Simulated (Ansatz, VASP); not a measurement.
**GaN, level by level in two programs**

```
CELL_PARAMETERS angstrom
2.98064 0.00000 0.00000
-1.49032 2.58131 0.00000
0.00000 0.00000 2.68337
ATOMIC_POSITIONS crystal
Ga 0.66667 0.33333 0.50000
N 0.00000 0.00000 0.00000
```

Single points on this cell with VASP 6.6.1 and Ansatz 0.2.0. Each row is one pair of runs. Alike in all rows: spin: off; k mesh: 5 × 5 × 5; smearing: fermi-dirac, width 0.05 eV; VASP's potentials, cutoff: VASP PAW PBE potentials, release 64 (Ga_d, N), 520 eV.

| level | Ansatz's potentials, cutoff | gap on the k mesh at the Fermi level (eV), VASP | gap on the k mesh at the Fermi level (eV), Ansatz | least direct gap on the mesh (eV), VASP | least direct gap on the mesh (eV), Ansatz | pressure (GPa), VASP | pressure (GPa), Ansatz |
| --- | --- | --- | --- | --- | --- | --- | --- |
| PBE0 | Ansatz PAW, 420 eV | 1.09 | 1.04 | 2.43 | 2.37 | -10.0 | -10.7 |
| r2SCAN0 | Ansatz PAW, 500 eV | 1.38 | 1.31 | 2.75 | 2.68 | -13.7 | -14.8 |
| r2SCANh | Ansatz PAW, 500 eV | 0.34 | 0.30 | 1.68 | 1.64 | -10.5 | -11.3 |
| B3LYP | Ansatz PAW, 420 eV | 0.80 | 0.74 | 2.10 | 2.04 | -2.4 | -3.3 |

Gap on the k mesh at the fermi level (eV): the two programs differ by at most 0.065; least direct gap on the mesh (eV): the two programs differ by at most 0.068; pressure (GPa): the two programs differ by at most 1.09.

The k mesh is coarse, so the values compare programs but aren't converged. Noted on Ansatz's runs: odd divisions of the mesh miss points on the zone boundary, where band edges often lie, so the gap on the mesh can be too wide.
